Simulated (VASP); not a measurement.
# CuO (Cc) in VASP: a series of runs, part 2 of 2

VASP 6.6.1. The steps go on from the part before.

**4. Single point, LDA+U, collinear spin, zero start**

File INCAR:

```
SYSTEM = CuO
ALGO = Normal ; EDIFF = 1E-6
ENCUT = 520 ; ISIF = 2
ISMEAR = 0 ; ISPIN = 2
LASPH = .TRUE. ; LCHARG = .FALSE.
LDAU = .TRUE. ; LDAUJ = 0 0
LDAUL = 2 -1 ; LDAUPRINT = 1
LDAUTYPE = 2 ; LDAUU = 8 0
LMAXMIX = 4 ; LORBIT = 11
LREAL = .FALSE. ; LWAVE = .FALSE.
MAGMOM = 0 0 0 0 ; NBANDS = 29
NELM = 150 ; NUPDOWN = 0.0
PREC = Accurate ; SIGMA = 0.05
```

File KPOINTS:

```
k-points
0
G
  7 7 4
  0 0 0
```

File POSCAR:

```
CuO
1.0
    2.3446497600     -1.7133998200      0.0000000000
    2.3446497600      1.7133998200      0.0000000000
   -0.8605499100      0.0000000000      5.0594394800
Cu O
2 2
Direct
    0.0032000000      0.4968000000      0.0000000000
    0.4968000000      0.0032000000      0.5000000000
    0.5714000000      0.4056000000      0.2537000000
    0.4056000000      0.5714000000      0.7537000000
```

Potentials or basis: VASP PAW LDA potentials, release 64 (Cu, O).

Started as:

```bash
cat potpaw_LDA.64/Cu/POTCAR potpaw_LDA.64/O/POTCAR > POTCAR
mpirun -np 1 vasp_std > vasp.out
```

OUTCAR:

```text
SYSTEM = CuO
   EDIFF = 1E-6
   ENCUT = 520
   ISIF = 2
   ISMEAR = 0
   ISPIN = 2
   LASPH = .TRUE.
   LORBIT = 11
   LREAL = .FALSE.
   NELM = 150
   NUPDOWN = 0.0
   PREC = Accurate

 ion  position               nearest neighbor table
   1  0.003  0.497  0.000-   4 1.91   3 1.93   4 1.98   3 2.02
   2  0.497  0.003  0.500-   3 1.91   4 1.93   3 1.98   4 2.02
   3  0.571  0.406  0.254-   2 1.91   1 1.93   2 1.98   1 2.02
   4  0.406  0.571  0.754-   1 1.91   2 1.93   1 1.98   2 2.02

  LATTYP: Found a base centered monoclinic cell.
 ALAT       =     4.6892995200
 B/A-ratio  =     0.7307700490
 C/A-ratio  =     1.0944283419
 COS(beta)  =    -0.1676798045

  Lattice vectors:

 A1 = (   2.3446497600,  -1.7133998200,   0.0000000000)
 A2 = (   2.3446497600,   1.7133998200,   0.0000000000)
 A3 = (  -0.8605499100,   0.0000000000,   5.0594394800)

Analysis of symmetry for initial positions (statically):
[... 1819 lines left out ...]

  FORCE on cell =-STRESS in cart. coord.  units (eV):
  Direction    XX          YY          ZZ          XY          YZ          ZX
  --------------------------------------------------------------------------------------
  -------------------------------------------------------------------------------------
  Total       -3.9597277     -2.9078634     -4.7046915      0.0000000      0.0000000      0.2172901
  in kB     -156.0654657   -114.6081459   -185.4268563      0.0000000      0.0000000      8.5640944
  external PRESSURE =    -152.0334893 kB  Pullay stress =       0.0000000 kB

 VOLUME and BASIS-vectors are now :
 -----------------------------------------------------------------------------
  energy-cutoff  :      520.00
  volume of cell :       40.65
      direct lattice vectors                 reciprocal lattice vectors
     2.344649760 -1.713399820  0.000000000     0.213251467 -0.291817470  0.036271514
     2.344649760  1.713399820  0.000000000     0.213251467  0.291817470  0.036271514
    -0.860549910  0.000000000  5.059439480     0.000000000  0.000000000  0.197650353

 POSITION                                       TOTAL-FORCE (eV/Angst)
 -----------------------------------------------------------------------------------
      1.17232      0.84573      0.00000        -0.470888      0.228917      0.182186
      0.74205     -0.84573      2.52972        -0.470888     -0.228917      0.182186
      2.07240     -0.28408      1.28358         0.470888      0.471304     -0.182186
      1.64213      0.28408      3.81330         0.470888     -0.471304     -0.182186
 -----------------------------------------------------------------------------------
    total drift:                               -0.000336      0.000000     -0.000664

  FREE ENERGIE OF THE ION-ELECTRON SYSTEM (eV)
  ---------------------------------------------------
  free  energy   TOTEN  =       -18.1209873905 eV

  energy  without entropy=      -18.1184317616  energy(sigma->0) =      -18.11970958

 total charge

# of ion       s       p       d       tot
------------------------------------------
    1        0.355   0.372   9.374  10.101
    2        0.355   0.372   9.374  10.101
    3        1.564   3.329   0.000   4.893
    4        1.564   3.329   0.000   4.893
--------------------------------------------------
tot          3.839   7.401  18.748  29.988

 magnetization (x)

# of ion       s       p       d       tot
------------------------------------------
    1        0.000   0.000   0.000   0.000
    2        0.000   0.000   0.000   0.000
    3       -0.000   0.000   0.000   0.000
    4       -0.000   0.000   0.000   0.000
--------------------------------------------------
tot          0.000   0.000   0.000   0.000
```

OSZICAR:

```text
N       E                     dE             d eps       ncg     rms          rms(c)
DAV:   1     0.298073964006E+03    0.29807E+03   -0.16122E+04  7826   0.195E+03
DAV:   2     0.207517261642E+02   -0.27732E+03   -0.25040E+03  7010   0.382E+02
DAV:   3    -0.193542786905E+02   -0.40106E+02   -0.37759E+02  7740   0.145E+02
DAV:   4    -0.206261168621E+02   -0.12718E+01   -0.12626E+01  8183   0.287E+01
DAV:   5    -0.206465580178E+02   -0.20441E-01   -0.20439E-01  7856   0.361E+00    0.118E+01
DAV:   6    -0.193060872251E+02    0.13405E+01   -0.98427E+00 10437   0.107E+02    0.787E+00
DAV:   7    -0.180980773961E+02    0.12080E+01   -0.36337E+00  8800   0.628E+01    0.203E+00
DAV:   8    -0.181239253952E+02   -0.25848E-01   -0.39473E-01  8790   0.555E+00    0.124E+00
DAV:   9    -0.181197528341E+02    0.41726E-02   -0.30618E-02 12228   0.563E+00    0.958E-02
DAV:  10    -0.181207932150E+02   -0.10404E-02   -0.94756E-03  8244   0.663E-01    0.621E-02
DAV:  11    -0.181210080487E+02   -0.21483E-03   -0.23656E-04 11148   0.357E-01    0.383E-02
DAV:  12    -0.181209862679E+02    0.21781E-04   -0.53145E-05 11025   0.133E-01    0.101E-02
DAV:  13    -0.181209871428E+02   -0.87484E-06   -0.18454E-05  7655   0.283E-02    0.253E-03
DAV:  14    -0.181209873905E+02   -0.24776E-06   -0.15836E-07  3995   0.116E-02
   1 F= -.18120987E+02 E0= -.18119710E+02  d E =-.255563E-02  mag=     0.0000
```

stdout:

```text
POSCAR found type information on POSCAR CuO
 POSCAR found :  2 types and       4 ions
 scaLAPACK will be used
 LDA part: xc-table for (Slater(with rela. corr.)+CA(PZ))
 , standard interpolation
 POSCAR, INCAR and KPOINTS ok, starting setup
 FFT: planning ... GRIDC
 FFT: planning ... GRID_SOFT
 FFT: planning ... GRID
 WAVECAR not read
 entering main loop
```

It took 43 s on 1 thread of Intel Xeon 6975P-C (Granite Rapids), shared host; peak memory 0.21 GiB.

What came out:

```yaml
Free_energy: -18.1210 eV
Pressure: -15.2 GPa
Largest_force: 0.691 eV/Å
Net_moment: 0.00 μB per cell
Valence_electrons_inside_the_program's_atomic_spheres: Cu 10.10; O 4.89
```

Forces on the atoms (eV/Å):
```
Cu  -0.471  0.229  0.182
Cu  -0.471 -0.229  0.182
O    0.471  0.471 -0.182
O    0.471 -0.471 -0.182
```

Eigenvalues of the final occupation matrices:
```csv
site,spin,trace,eigenvalues
site 1 d,1,4.70,0.81 0.96 0.97 0.97 0.98
site 1 d,2,4.70,0.81 0.96 0.97 0.97 0.98
site 2 d,1,4.70,0.81 0.96 0.97 0.97 0.98
site 2 d,2,4.70,0.81 0.96 0.97 0.97 0.98
```

Caveat: the cell stands under tension; the total moment is fixed, so each spin has its own Fermi level.

**5. Summary**

| spin | fixed moment (μB) | pressure (GPa) | moment (μB) | largest force (eV/Å) |
| --- | --- | --- | --- | --- |
| collinear, ferromagnetic start | - | -13.8 | 2.00 | 0.67 |
| collinear, ferromagnetic start | 1.5 | -14.1 | 1.50 | 0.69 |
| collinear, zero start | 0.0 | -15.2 | 0.00 | 0.69 |

Alike in all rows: task single point; level LDA+U; potentials or basis VASP PAW LDA potentials, release 64 (Cu, O); Cu d U = 8.0 eV; cell as given; k mesh 7 × 7 × 4; cutoff (eV) 520; smearing gaussian 0.05 eV.

Caveats: the cell stands under tension; the total moment is fixed, so each spin has its own Fermi level (at least some runs); an odd mesh through Γ misses points on the zone boundary, where band edges can lie (at least some runs).

Absolute energies hang on the potentials; compare differences alone.
